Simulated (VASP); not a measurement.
Input of a VASP 6.6.1 run:

File INCAR:

```
SYSTEM = Zr12H
PREC = Accurate
ENCUT = 520
EDIFF = 1E-6
ISMEAR = 0
SIGMA = 0.05
LREAL = .FALSE.
LASPH = .TRUE.
NELM = 80
ALGO = Normal
ISIF = 2
LWAVE = .FALSE.
LCHARG = .FALSE.
GGA = PS
NBANDS = 84
```

File KPOINTS:

```
regular mesh
0
G
  3 2 3
  0 0 0
```

The input POSCAR:

```
Zr12H
1.0
    6.4600000000      0.0000000000      0.0000000000
   -4.8450000000      8.3917860000      0.0000000000
    0.0000000000      0.0000000000      5.1453900000
Zr H
12 1
Direct
    0.0022396716      0.0025004180     -0.0013831910
    0.1623799399      0.2186029258      0.5007498713
    0.0034714272      0.3312501087      0.0073577927
    0.1724361849      0.5566533878      0.5089359635
    0.0038843826      0.6722202035      0.0053209226
    0.1683226985      0.8906605565      0.5047327553
    0.4981367734     -0.0031810556     -0.0028462608
    0.6627153295      0.2155306494      0.4952003309
    0.4939939919      0.3310351237     -0.0088234254
    0.6626072343      0.5561832371      0.4929476183
    0.5040779101      0.6687789527     -0.0006869287
    0.6644976842      0.8850755306      0.5024545650
    0.8328469720      0.4433052618      0.2504270865
```

Potentials or basis: VASP PAW PBE potentials, release 64 (Zr_sv, H).

Launch:

```bash
$ cat potpaw_PBE.64/Zr_sv/POTCAR potpaw_PBE.64/H/POTCAR > POTCAR
$ mpirun -np 1 vasp_std > vasp.out
```

(1) What does it give for the largest force?

(2) Estimate the band gap on the k mesh.

Results:

(1) 0.017 eV/Å.

(2) zero (an odd number of electrons rules out a gap without spin polarisation).

Caveat: the k points lie up to 0.41 Å⁻¹ apart, too coarse for converged energies and pressures of a metal; the PAW data sets were made with another functional, which shifts forces and pressure a little.
